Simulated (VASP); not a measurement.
# BN (Immm) in VASP: single point with HSE06

Aim: the single point of BN with HSE06.

Program: VASP 6.6.1. These are calculated values, not measurements. Logs are shortened: lines on timing, memory, paths and dates and some standing lists are left out, and cuts for length are marked.

**1. The cell of the first run**

The structure is orthorhombic, space group Immm (No. 71). Conventional cell: a = 2.450 Å, b = 2.488 Å, c = 3.492 Å, α = 90.00°, β = 90.00°, γ = 90.00°. Within 2.3 Å of B (site symmetry mmm) lie 6 N at 1.75 Å. N (site symmetry mmm) has 6 B at 1.75 Å within 2.3 Å.

**2. Single point, HSE06 (shear xy strain -1.5%)**

The input, POSCAR:

```
BN
1.0
   -0.0133555684      1.7458259350      1.7458259350
    1.7458259350     -0.0133555684      1.7458259350
    1.7324703666      1.7324703666      0.0000000000
B N
1 1
Direct
    0.0000000000      0.0000000000      0.0000000000
    0.5000000000      0.5000000000      0.5000000000
```

The input, INCAR.step1:

```
PREC = Accurate
ENCUT = 520
EDIFF = 1E-5
ISMEAR = 0
SIGMA = 0.01
LREAL = False
LASPH = True
NELM = 80
ALGO = Normal
ISIF = 2
LWAVE = True
GGA = PE
NBANDS = 11
```

The input, INCAR.step2:

```
PREC = Accurate
ENCUT = 520
EDIFF = 1E-7
ISMEAR = 0
SIGMA = 0.01
LREAL = False
LASPH = True
NELM = 80
ALGO = Normal
ISIF = 2
LWAVE = False
LCHARG = True
GGA = PE
LHFCALC = True
HFSCREEN = 0.2079
PRECFOCK = Normal
LELF = True
LVHAR = True
ISTART = 1
NBANDS = 11
```

The input, KPOINTS:

```
regular mesh
0
Gamma
  8 8 8
```

Potentials or basis: VASP PAW PBE potentials, release 64 (B, N).

Launch:

```
$ cat potpaw_PBE.64/B/POTCAR potpaw_PBE.64/N/POTCAR > POTCAR
$ cp INCAR.step1 INCAR
$ mpirun -np 1 vasp_std > vasp.out
$ cp INCAR.step2 INCAR
$ mpirun -np 1 vasp_std > vasp.out
```

OUTCAR:

```text
PREC = Accurate
   ENCUT = 520
   EDIFF = 1E-7
   ISMEAR = 0
   LREAL = False
   LASPH = True
   NELM = 80
   ISIF = 2
   GGA = PE
   LHFCALC = True
   HFSCREEN = 0.2079
   PRECFOCK = Normal
   ISTART = 1

 ion  position               nearest neighbor table
   1  0.000  0.000  0.000-   2 1.75   2 1.75   2 1.75   2 1.75   2 1.75   2 1.75
   2  0.500  0.500  0.500-   1 1.75   1 1.75   1 1.75   1 1.75   1 1.75   1 1.75

  LATTYP: Found a body centered orthorhombic cell.
 ALAT       =     2.4500830889
 B/A-ratio  =     1.0154179473
 C/A-ratio  =     1.4251156975

  Lattice vectors:

 A1 = (   0.0133555684,  -1.7458259350,  -1.7458259350)
 A2 = (  -0.0133555684,   1.7458259350,  -1.7458259350)
 A3 = (   1.7458259350,  -0.0133555684,   1.7458259350)

Analysis of symmetry for initial positions (statically):
=====================================================================
 Subroutine PRICEL returns:
 Original cell was already a primitive cell.

 Routine SETGRP: Setting up the symmetry group for a
 body centered orthorhombic supercell.

 Subroutine GETGRP returns: Found  8 space group operations
 (whereof  8 operations were pure point group operations)
 out of a pool of  8 trial point group operations.

The static configuration has the point symmetry D_2h.

Analysis of symmetry for dynamics (positions and initial velocities):
=====================================================================
 Subroutine PRICEL returns:
 Original cell was already a primitive cell.

 Routine SETGRP: Setting up the symmetry group for a
 body centered orthorhombic supercell.

 Subroutine GETGRP returns: Found  8 space group operations
 (whereof  8 operations were pure point group operations)
 out of a pool of  8 trial point group operations.

The dynamic configuration has the point symmetry D_2h.

 Subroutine INISYM returns: Found  8 space group operations
 (whereof  8 operations are pure point group operations),
 and found     1 'primitive' translations

----------------------------------------------------------------------------------------

                                     Primitive cell

  volume of cell :      10.6416

  direct lattice vectors                    reciprocal lattice vectors
    -0.013355568  1.745825935  1.745825935    -0.284223088  0.284223088  0.286397395
     1.745825935 -0.013355568  1.745825935     0.284223088 -0.284223088  0.286397395
     1.732470367  1.732470367  0.000000000     0.288605225  0.288605225 -0.286397395

  length of vectors
     2.469006837  2.469006837  2.450083089     0.493547359  0.493547359  0.498607481

  position of ions in fractional coordinates (direct lattice)
     0.000000000  0.000000000  0.000000000
     0.500000000  0.500000000  0.500000000

  ion indices of the primitive-cell ions
   primitive index   ion index
                 1           1
                 2           2

----------------------------------------------------------------------------------------

 KPOINTS: regular mesh

Automatic generation of k-mesh.
 Grid dimensions read from file:
 generate k-points for:    8    8    8

 Generating k-lattice:

  Cartesian coordinates                     Fractional coordinates (reciprocal lattice)
    -0.035527886  0.035527886  0.035799674     0.125000000  0.000000000  0.000000000
     0.035527886 -0.035527886  0.035799674     0.000000000  0.125000000  0.000000000
     0.036075653  0.036075653 -0.035799674     0.000000000  0.000000000  0.125000000

  Length of vectors
     0.061693420  0.061693420  0.062325935

  Shift w.r.t. Gamma in fractional coordinates (k-lattice)
     0.000000000  0.000000000  0.000000000

 Subroutine IBZKPT returns following result:
 ===========================================

 Found     95 irreducible k-points:

 Following reciprocal coordinates:
            Coordinates               Weight
  0.000000  0.000000  0.000000      1.000000
  0.125000  0.000000  0.000000      4.000000
  0.250000  0.000000  0.000000      4.000000
  0.375000 -0.000000  0.000000      4.000000
  0.500000  0.000000  0.000000      2.000000
  0.125000  0.125000  0.000000      2.000000
[... 16 lines left out ...]
  0.125000  0.000000  0.125000      4.000000
  0.250000  0.000000  0.125000      8.000000
 [... further k-points ...]
   k-points           NKPTS =     95   k-points in BZ     NKDIM =    512   number of bands    NBANDS=     11
   number of dos      NEDOS =    301   number of ions     NIONS =      2
   total plane-waves  NPLWV =   5832
   dimension x,y,z NGX =    18 NGY =   18 NGZ =   18
   dimension x,y,z NGXF=    36 NGYF=   36 NGZF=   36
   ions per type =               1   1
   NGX,Y,Z   is equivalent  to a cutoff of  12.12, 12.12, 12.21 a.u.
   NGXF,Y,Z  is equivalent  to a cutoff of  24.24, 24.24, 24.43 a.u.
 SYSTEM =  unknown system
   PREC   = accura    normal or accurate (medium, high low for compatibility)
   ISTART =      1    job   : 0-new  1-cont  2-samecut
   ICHARG =      0    charge: 1-file 2-atom 10-const
   ISPIN  =      1    spin polarized calculation?
   LNONCOLLINEAR =      F non collinear calculations
   LSORBIT =      F    spin-orbit coupling
   LASPH  =      T    aspherical Exc in radial PAW
   ENCUT  =  520.0 eV  38.22 Ry    6.18 a.u.   4.59  4.59  4.56*2*pi/ulx,y,z
   NELM   =     80;   NELMIN=  2; NELMDL=  0     # of ELM steps
   EDIFF  = 0.1E-06   stopping-criterion for ELM
   LREAL  =      F    real-space projection
   EDIFFG = 0.1E-05   stopping-criterion for IOM
   NSW    =      0    number of steps for IOM
   IBRION =     -1    ionic relax: 0-MD 1-quasi-New 2-CG
   NFREE  =      0    steps in history (QN), initial steepest desc. (CG)
   ISIF   =      2    stress and relaxation
   ISYM   =      3    0-nonsym 1-usesym 2-fastsym
   POTIM  = 0.5000    time-step for ionic-motion
   TEBEG  =    0.0;   TEEND  =   0.0 temperature during run
   PSTRESS=    0.0 pullay stress
   NELECT =       8.0000    total number of electrons
   NUPDOWN=      -1.0000    fix difference up-down
   EMIN   =  10.00;   EMAX   =-10.00  energy-range for DOS
   EFERMI =   0.00;   METHOD = LEGACY
   ISMEAR =     0;   SIGMA  =   0.01  broadening in eV -4-tet -1-fermi 0-gaus
   EFERMI_NEDOS =   21; number of points for ismear=-14 and -15
   IALGO  =     38    algorithm
   IMIX   =      1    mixing-type and parameters
     AMIX     =   0.40;   BMIX     =  1.00
     AMIX_MAG =   1.60;   BMIX_MAG =  1.00
  volume/ion in A,a.u.               =       5.32        35.91
  Fermi-wavevector in a.u.,A,eV,Ry     =   1.488569  2.812988 30.148309  2.215838
  Thomas-Fermi vector in A             =   2.601587
   LORBIT       =      0    0 simple, 1 ext, 2 COOP (PROOUT), +10 PAW based schemes
   GGA     = PE    functional components
   LHFCALC =     T    Hartree Fock is set to
   PRECFOCK=normal    Normal, Fast or Accurate (Low or Medium for compatibility)
   ENCUT4O =  -1.0   cutoff for four orbital integrals eV
   NKREDX  =     1    reduce k-point grid by
   NKREDY  =     1    reduce k-point grid by
   NKREDZ  =     1    reduce k-point grid by
   AEXX    =    0.2500 exact exchange contribution
   HFSCREEN=    0.2079 screening length (either q_TF or 0.3 A-1)
   HFSCREENC=   0.2079 screening length for correlation (either q_TF or 0.3 A-1)
   ENCUTFOCK=  -1.0 apply spherical cutoff to Coloumb kernel
   IVDW    =     0    specifies the selected vdW correction
   LEPSILON=     F    determine dielectric tensor
   LRPA    =     F    only Hartree local field effects (RPA)
 non-spin polarized calculation
 Gauss-broadening in eV      SIGMA  =   0.01
  energy-cutoff  :      520.00
  volume of cell :       10.64
 maximum number of plane-waves:       298
  NGX = 14; NGY = 14; NGZ = 14

 number of electron       7.9999998 magnetization

 Free energy of the ion-electron system (eV)
  ---------------------------------------------------
  ext. energy  EPLUGINS =         0.00000000
  ---------------------------------------------------
  free energy    TOTEN  =       -16.57797620 eV

  energy without entropy =      -16.57797620  energy(sigma->0) =      -16.57797620

 E-fermi :   9.9085     XC(G=0): -11.1962

 val. band max:        9.8160165274   @ k =  -0.2500   0.1250   0.0000
 cond. band min:      11.9991884487   @ k =   0.5000   0.5000   0.0000
 fundamental gap:      2.1831719213
 Fermi energy:         9.9084693005

 k-point     1 :       0.0000    0.0000    0.0000
  band No.  band energies     occupation
      1     -14.8531      2.00000
      2       8.5938      2.00000
      3       8.7768      2.00000
      4       8.9687      2.00000
      5      20.6827      0.00000
      6      23.8580      0.00000
      7      23.9126      0.00000
      8      23.9789      0.00000
      9      29.5150      0.00000
     10      29.8735      0.00000
     11      30.2020      0.00000

 k-point     2 :       0.1250    0.0000    0.0000
  band No.  band energies     occupation
      1     -14.3850      2.00000
      2       6.6930      2.00000
      3       8.7127      2.00000
      4       8.9468      2.00000
      5      21.0686      0.00000
      6      22.3561      0.00000
      7      22.3929      0.00000
      8      23.7160      0.00000
      9      28.9635      0.00000
     10      30.8777      0.00000
     11      31.3429      0.00000

 k-point     3 :       0.2500    0.0000    0.0000
  band No.  band energies     occupation
      1     -13.0117      2.00000
      2       2.5450      2.00000
      3       8.7757      2.00000
      4       8.9672      2.00000
      5      19.5527      0.00000
      6      19.6062      0.00000
      7      20.1883      0.00000
      8      24.6244      0.00000
      9      29.8233      0.00000
     10      33.9632      0.00000
     11      34.4667      0.00000

 k-point     4 :       0.3750   -0.0000    0.0000
  band No.  band energies     occupation
      1     -10.9130      2.00000
      2      -1.7195      2.00000
      3       8.9771      2.00000
      4       9.1138      2.00000
      5      17.2642      0.00000
      6      17.3738      0.00000
      7      19.0898      0.00000
      8      25.4586      0.00000
      9      32.3775      0.00000
     10      38.6049      0.00000
     11      39.1528      0.00000

 k-point     5 :       0.5000    0.0000    0.0000
  band No.  band energies     occupation
      1      -9.3345      2.00000
      2      -4.0840      2.00000
      3       9.1178      2.00000
      4       9.2255      2.00000
      5      16.3686      0.00000
      6      16.5092      0.00000
      7      18.6948      0.00000
      8      25.7070      0.00000
      9      34.4508      0.00000
     10      40.0546      0.00000
     11      43.4407      0.00000
[... 211 lines left out ...]
 k-point    21 :       0.5000    0.5000    0.0000
  band No.  band energies     occupation
      1      -6.2546      2.00000
      2      -3.1706      2.00000
      3       3.3946      2.00000
      4       3.8696      2.00000
      5      11.9992      0.00000
      6      19.7858      0.00000
      7      26.6552      0.00000
      8      26.7882      0.00000
      9      28.4999      0.00000
     10      44.6960      0.00000
     11      47.3757      0.00000

 k-point    22 :       0.0000    0.0000    0.1250
  band No.  band energies     occupation
      1     -14.3747      2.00000
      2       6.9667      2.00000
      3       8.5815      2.00000
      4       8.8135      2.00000
      5      20.9393      0.00000
      6      22.3312      0.00000
      7      22.3736      0.00000
      8      23.7138      0.00000
      9      29.0755      0.00000
     10      30.6795      0.00000
     11      31.1609      0.00000

 k-point    23 :       0.1250    0.0000    0.1250
  band No.  band energies     occupation
      1     -14.2203      2.00000
      2       7.6975      2.00000
      3       7.7656      2.00000
      4       8.1205      2.00000
      5      19.9445      0.00000
      6      21.8144      0.00000
      7      23.9657      0.00000
      8      23.9745      0.00000
      9      26.5447      0.00000
     10      32.7321      0.00000
     11      32.7584      0.00000

 k-point    24 :       0.2500    0.0000    0.1250
  band No.  band energies     occupation
      1     -13.1441      2.00000
      2       4.2361      2.00000
      3       7.1153      2.00000
      4       8.4996      2.00000
      5      17.3753      0.00000
      6      21.9154      0.00000
      7      22.8848      0.00000
      8      24.3881      0.00000
      9      26.5396      0.00000
     10      35.2881      0.00000
     11      36.0368      0.00000

 [... further k-points ...]

------------------------ aborting loop because EDIFF is reached ----------------------------------------

  FORCE on cell =-STRESS in cart. coord.  units (eV):
  Direction    XX          YY          ZZ          XY          YZ          ZX
  --------------------------------------------------------------------------------------
  -------------------------------------------------------------------------------------
  Total       -0.5303461     -0.5303461     -0.5446685      0.6665899      0.0000000      0.0000000
  in kB      -79.8477220    -79.8477220    -82.0040718    100.3602930      0.0000000      0.0000000
  external PRESSURE =     -80.5665053 kB  Pullay stress =       0.0000000 kB

 VOLUME and BASIS-vectors are now :
 -----------------------------------------------------------------------------
  energy-cutoff  :      520.00
  volume of cell :       10.64
      direct lattice vectors                 reciprocal lattice vectors
    -0.013355568  1.745825935  1.745825935    -0.284223088  0.284223088  0.286397395
     1.745825935 -0.013355568  1.745825935     0.284223088 -0.284223088  0.286397395
     1.732470367  1.732470367  0.000000000     0.288605225  0.288605225 -0.286397395

 POSITION                                       TOTAL-FORCE (eV/Angst)
 -----------------------------------------------------------------------------------
      0.00000      0.00000      0.00000         0.000000      0.000000      0.000000
      1.73247      1.73247      1.74583         0.000000      0.000000     -0.000000
 -----------------------------------------------------------------------------------
    total drift:                               -0.000000      0.000000      0.000002

  FREE ENERGIE OF THE ION-ELECTRON SYSTEM (eV)
  ---------------------------------------------------
  free  energy   TOTEN  =       -16.5779761985 eV

  energy  without entropy=      -16.5779761985  energy(sigma->0) =      -16.57797620
```

Wall time 36 min (1 thread of Intel Xeon Platinum 8259CL at 2.50GHz (Skylake/Cascade Lake), shared host); peak memory 0.23 GiB.

What came out:

```
Free energy            : -16.5780 eV
Pressure               : -8.1 GPa
Band gap on the k mesh : 2.18 eV (least direct gap 7.09 eV)
```

Caveat: the cell differs from its parent crystal (shear xy strain -1.5%); the cell stands under tension; the structure was generated, so it needn't be the stable form of BN; the PAW data sets were made with another functional, which shifts forces and pressure a little. A k mesh can miss the band edges.
